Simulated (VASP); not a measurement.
# Hf (P6_3/mmc) in VASP: further runs, part 2 of 2

VASP 6.6.1. The steps go on from the part before.

## Step 4: Single point, LDA

INCAR

```
ALGO = Normal ; EDIFF = 1E-7
ENCUT = 520 ; GGA = CA
ISIF = 2 ; ISMEAR = -1
LASPH = True ; LCHARG = False
LREAL = False ; LWAVE = False
NBANDS = 17 ; NELM = 100
PREC = Accurate ; SIGMA = 0.1
```

KPOINTS

```
k-points
0
Gamma
  4 4 3
```

POSCAR

```
Hf
1.0
    3.1183974891      0.0000000000      0.0000000000
   -1.5591987445      2.7006114446      0.0000000000
    0.0000000000      0.0000000000      4.9475473504
Hf
2
Direct
    0.3333333333      0.6666666667      0.2500000000
    0.6666666667      0.3333333333      0.7500000000
```

Potentials or basis: VASP PAW LDA potentials, release 64 (Hf_pv).

On the command line:

```sh
$ cat potpaw_LDA.64/Hf_pv/POTCAR > POTCAR
$ mpirun -np 1 vasp_std > vasp.out
```

OUTCAR:

```text
EDIFF = 1E-7
   ENCUT = 520
   GGA = CA
   ISIF = 2
   ISMEAR = -1
   LASPH = True
   LREAL = False
   NELM = 100
   PREC = Accurate

 ion  position               nearest neighbor table
   1  0.333  0.667  0.250-   2 3.06   2 3.06   2 3.06   2 3.06   2 3.06   2 3.06
   2  0.667  0.333  0.750-   1 3.06   1 3.06   1 3.06   1 3.06   1 3.06   1 3.06

  LATTYP: Found a hexagonal cell.
 ALAT       =     3.1183974891
 C/A-ratio  =     1.5865672570

  Lattice vectors:

 A1 = (   3.1183974891,   0.0000000000,   0.0000000000)
 A2 = (  -1.5591987445,   2.7006114446,   0.0000000000)
 A3 = (   0.0000000000,   0.0000000000,   4.9475473504)

Analysis of symmetry for initial positions (statically):
=====================================================================
 Subroutine PRICEL returns:
 Original cell was already a primitive cell.

 Routine SETGRP: Setting up the symmetry group for a
 hexagonal supercell.

 Subroutine GETGRP returns: Found 24 space group operations
 (whereof 12 operations were pure point group operations)
 out of a pool of 24 trial point group operations.

The static configuration has the point symmetry D_3d.
 The point group associated with its full space group is D_6h.

Analysis of symmetry for dynamics (positions and initial velocities):
=====================================================================
 Subroutine PRICEL returns:
 Original cell was already a primitive cell.

 Routine SETGRP: Setting up the symmetry group for a
 hexagonal supercell.

 Subroutine GETGRP returns: Found 24 space group operations
 (whereof 12 operations were pure point group operations)
 out of a pool of 24 trial point group operations.

The dynamic configuration has the point symmetry D_3d.
 The point group associated with its full space group is D_6h.

 Subroutine INISYM returns: Found 24 space group operations
 (whereof 12 operations are pure point group operations),
 and found     1 'primitive' translations

----------------------------------------------------------------------------------------

                                     Primitive cell

  volume of cell :      41.6662

  direct lattice vectors                    reciprocal lattice vectors
     3.118397489  0.000000000  0.000000000     0.320677529  0.185143257  0.000000000
    -1.559198744  2.700611445  0.000000000     0.000000000  0.370286515  0.000000000
     0.000000000  0.000000000  4.947547350     0.000000000  0.000000000  0.202120350

  length of vectors
     3.118397489  3.118397489  4.947547350     0.370286515  0.370286515  0.202120350

  position of ions in fractional coordinates (direct lattice)
     0.333333333  0.666666667  0.250000000
     0.666666667  0.333333333  0.750000000

  ion indices of the primitive-cell ions
   primitive index   ion index
                 1           1
                 2           2

----------------------------------------------------------------------------------------

 KPOINTS: k-points

Automatic generation of k-mesh.
 Grid dimensions read from file:
 generate k-points for:    4    4    3

 Generating k-lattice:

  Cartesian coordinates                     Fractional coordinates (reciprocal lattice)
     0.080169382  0.046285814  0.000000000     0.250000000  0.000000000  0.000000000
     0.000000000  0.092571629  0.000000000     0.000000000  0.250000000  0.000000000
     0.000000000  0.000000000  0.067373450     0.000000000  0.000000000  0.333333333

  Length of vectors
     0.092571629  0.092571629  0.067373450

  Shift w.r.t. Gamma in fractional coordinates (k-lattice)
     0.000000000  0.000000000  0.000000000

 Subroutine IBZKPT returns following result:
 ===========================================

 Found      8 irreducible k-points:

 Following reciprocal coordinates:
            Coordinates               Weight
  0.000000  0.000000  0.000000      1.000000
  0.250000 -0.000000  0.000000      6.000000
  0.500000 -0.000000  0.000000      3.000000
  0.250000  0.250000  0.000000      6.000000
  0.000000  0.000000  0.333333      2.000000
  0.250000 -0.000000  0.333333     12.000000
  0.500000 -0.000000  0.333333      6.000000
  0.250000  0.250000  0.333333     12.000000
   k-points           NKPTS =      8   k-points in BZ     NKDIM =      8   number of bands    NBANDS=     17
   number of dos      NEDOS =    301   number of ions     NIONS =      2
   total plane-waves  NPLWV =  23040
   dimension x,y,z NGX =    24 NGY =   24 NGZ =   40
   dimension x,y,z NGXF=    48 NGYF=   48 NGZF=   80
   ions per type =               2
   NGX,Y,Z   is equivalent  to a cutoff of  12.79, 12.79, 13.44 a.u.
   NGXF,Y,Z  is equivalent  to a cutoff of  25.59, 25.59, 26.88 a.u.
 SYSTEM =  unknown system
   PREC   = accura    normal or accurate (medium, high low for compatibility)
   ISTART =      0    job   : 0-new  1-cont  2-samecut
   ICHARG =      2    charge: 1-file 2-atom 10-const
   ISPIN  =      1    spin polarized calculation?
   LNONCOLLINEAR =      F non collinear calculations
   LSORBIT =      F    spin-orbit coupling
   LASPH  =      T    aspherical Exc in radial PAW
   ENCUT  =  520.0 eV  38.22 Ry    6.18 a.u.   5.80  5.80  9.20*2*pi/ulx,y,z
   NELM   =    100;   NELMIN=  2; NELMDL= -5     # of ELM steps
   EDIFF  = 0.1E-06   stopping-criterion for ELM
   LREAL  =      F    real-space projection
   EDIFFG = 0.1E-05   stopping-criterion for IOM
   NSW    =      0    number of steps for IOM
   IBRION =     -1    ionic relax: 0-MD 1-quasi-New 2-CG
   NFREE  =      0    steps in history (QN), initial steepest desc. (CG)
   ISIF   =      2    stress and relaxation
   ISYM   =      2    0-nonsym 1-usesym 2-fastsym
   POTIM  = 0.5000    time-step for ionic-motion
   TEBEG  =    0.0;   TEEND  =   0.0 temperature during run
   PSTRESS=    0.0 pullay stress
   NELECT =      20.0000    total number of electrons
   NUPDOWN=      -1.0000    fix difference up-down
   EMIN   =  10.00;   EMAX   =-10.00  energy-range for DOS
   EFERMI =   0.00;   METHOD = LEGACY
   ISMEAR =    -1;   SIGMA  =   0.10  broadening in eV -4-tet -1-fermi 0-gaus
   EFERMI_NEDOS =   21; number of points for ismear=-14 and -15
   IALGO  =     38    algorithm
   IMIX   =      4    mixing-type and parameters
     AMIX     =   0.40;   BMIX     =  1.00
     AMIX_MAG =   1.60;   BMIX_MAG =  1.00
  volume/ion in A,a.u.               =      20.83       140.59
  Fermi-wavevector in a.u.,A,eV,Ry     =   1.281810  2.422270 22.354873  1.643037
  Thomas-Fermi vector in A             =   2.414158
   LORBIT       =      0    0 simple, 1 ext, 2 COOP (PROOUT), +10 PAW based schemes
   GGA     = CA    functional components
   LHFCALC =     F    Hartree Fock is set to
   AEXX    =    0.0000 exact exchange contribution
   IVDW    =     0    specifies the selected vdW correction
   LEPSILON=     F    determine dielectric tensor
   LRPA    =     F    only Hartree local field effects (RPA)
 non-spin polarized calculation
  energy-cutoff  :      520.00
  volume of cell :       41.67
 maximum number of plane-waves:      1128
 NGX is ok and might be reduce to    24
   NGX = 11   NGY = 11   NGZ = 19

 number of electron      19.9999997 magnetization

 Free energy of the ion-electron system (eV)
  ---------------------------------------------------
  ext. energy  EPLUGINS =         0.00000000
  ---------------------------------------------------
  free energy    TOTEN  =       -21.35411428 eV

  energy without entropy =      -21.28748084  energy(sigma->0) =      -21.32079756

 E-fermi :   5.1568     XC(G=0): -11.8010

 val. band max:        5.1544637678   @ k =   0.2500   0.2500   0.3333
 cond. band min:       5.3408572290   @ k =   0.0000   0.0000   0.3333
 fundamental gap:      0.1863934612
 Fermi energy:         5.1568444996

 k-point     1 :       0.0000    0.0000    0.0000
  band No.  band energies     occupation
      1     -25.6309      2.00000
      2     -24.6492      2.00000
      3     -24.6492      2.00000
      4     -24.5176      2.00000
      5     -24.4882      2.00000
      6     -24.4882      2.00000
[... 9 lines left out ...]
     16       8.0025      0.00000
     17      10.9319      0.00000
[... 121 lines left out ...]
 k-point     8 :       0.2500    0.2500    0.3333
  band No.  band energies     occupation
      1     -25.3751      2.00000
      2     -25.3186      2.00000
      3     -25.0076      2.00000
      4     -24.9119      2.00000
      5     -24.7687      2.00000
      6     -24.6705      2.00000
[... 9 lines left out ...]
     16      12.2207      0.00000
     17      12.7785      0.00000

------------------------ aborting loop because EDIFF is reached ----------------------------------------

  FORCE on cell =-STRESS in cart. coord.  units (eV):
  Direction    XX          YY          ZZ          XY          YZ          ZX
  --------------------------------------------------------------------------------------
  -------------------------------------------------------------------------------------
  Total        1.0540536      1.0540536     -1.1614240      0.0000000      0.0000000      0.0000000
  in kB       40.5312257     40.5312257    -44.6599104      0.0000000      0.0000000      0.0000000
  external PRESSURE =      12.1341803 kB  Pullay stress =       0.0000000 kB

 VOLUME and BASIS-vectors are now :
 -----------------------------------------------------------------------------
  energy-cutoff  :      520.00
  volume of cell :       41.67
      direct lattice vectors                 reciprocal lattice vectors
     3.118397489  0.000000000  0.000000000     0.320677529  0.185143257  0.000000000
    -1.559198744  2.700611445  0.000000000     0.000000000  0.370286515  0.000000000
     0.000000000  0.000000000  4.947547350     0.000000000  0.000000000  0.202120350

 POSITION                                       TOTAL-FORCE (eV/Angst)
 -----------------------------------------------------------------------------------
     -0.00000      1.80041      1.23689        -0.000000      0.000000      0.000000
      1.55920      0.90020      3.71066         0.000000      0.000000      0.000000
 -----------------------------------------------------------------------------------
    total drift:                               -0.000000      0.000000     -0.000000

  FREE ENERGIE OF THE ION-ELECTRON SYSTEM (eV)
  ---------------------------------------------------
  free  energy   TOTEN  =       -21.3541142803 eV

  energy  without entropy=      -21.2874808407  energy(sigma->0) =      -21.32079756
```

stdout:

```text
POSCAR found type information on POSCAR Hf
 POSCAR found :  1 types and       2 ions
 scaLAPACK will be used
 LDA part: xc-table for (Slater(with rela. corr.)+CA(PZ))
 , standard interpolation
 POSCAR, INCAR and KPOINTS ok, starting setup
 FFT: planning ... GRIDC
 FFT: planning ... GRID_SOFT
 FFT: planning ... GRID
 WAVECAR not read
 entering main loop
```

Wall time 15 s (1 thread of AMD EPYC 7R13, shared host); peak memory 0.11 GiB.

What came out:

- Free energy: -21.3541 eV
- Pressure: 1.2 GPa
- Band gap on the k mesh: zero (band 10 reaches 6.44 eV, above the bottom of band 11 at 5.15 eV)

Levels at points of the mesh, in eV from the Fermi level:
| k point | band 6 | band 7 | band 8 | band 9 | band 10 | band 11 | band 12 | band 13 | band 14 | band 15 |
| --- | --- | --- | --- | --- | --- | --- | --- | --- | --- | --- |
| (0.00, 0.00, 0.00) | -29.65 | -7.40 | -3.79 | 1.19 | 1.28 | 1.28 | 1.53 | 2.17 | 2.17 | 2.85 |
| (0.50, 0.00, 0.00) | -29.76 | -3.30 | -2.88 | -2.33 | -0.41 | 0.85 | 1.08 | 1.92 | 6.45 | 7.02 |

Caveat: the k points lie up to 0.58 Å⁻¹ apart; spin-orbit coupling is left out, which moves the levels of the heavy elements.

## Step 5: Overview

```csv
k mesh,gap on the mesh (eV),pressure (GPa)
2 × 2 × 1,none,-5.1
3 × 3 × 2,none,-0.5
4 × 4 × 3,none,1.2
```

Alike in all rows: task single point; level LDA; potentials or basis VASP PAW LDA potentials, release 64 (Hf_pv); no spin polarisation; cell as given; cutoff (eV) 520; smearing fermi-dirac 0.1 eV.

Caveats: all runs use coarse meshes; spin-orbit coupling is left out, which moves the levels of the heavy elements.

Absolute energies hang on the potentials; compare differences alone.
